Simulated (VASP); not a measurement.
Cr, 1 atom in the cell. It takes space group Im-3m (No. 229, cubic). Conventional cell: a = 2.969 Å, b = 2.969 Å, c = 2.969 Å, α = 90.00°, β = 90.00°, γ = 90.00°. Within 3.4 Å of Cr (site symmetry m-3m) lie 14 Cr at 2.57 to 2.97 Å. 

```yaml
Program: VASP 6.6.1
Task: single point
Functional: PBEsol
Potentials_or_basis: VASP PAW PBE potentials, release 64 (Cr_pv)
Cutoff: 520 eV
k_mesh: 12 × 12 × 12
Occupations: fermi-dirac, width 0.05 eV
Spin: collinear spin, ferromagnetic start
Starting_moments: "[3.0] μB"
Dipole_correction: no
k_mesh_for_the_DOS: 18 × 18 × 18
Occupations_for_the_DOS: tetrahedron
Further_INCAR_settings: ALGO = Normal; EDIFF = 1e-07
```

Potentials or basis: VASP PAW PBE potentials, release 64 (Cr_pv).

Command:

```bash
$ cat potpaw_PBE.64/Cr_pv/POTCAR > POTCAR
$ cp INCAR.step1 INCAR
$ cp KPOINTS.step1 KPOINTS
$ mpirun -np 1 vasp_std > vasp.out
$ cp INCAR.step2 INCAR
$ cp KPOINTS.step2 KPOINTS
$ mpirun -np 1 vasp_std > vasp.out
```

Hardware: 1 thread of Intel Xeon 8259CL (shared host).

Estimate the wall time of this run.

Run time: 68 s on 1 thread of Intel Xeon 8259CL, with other jobs on the host, peak memory 0.19 GiB. Counts: k points 195.
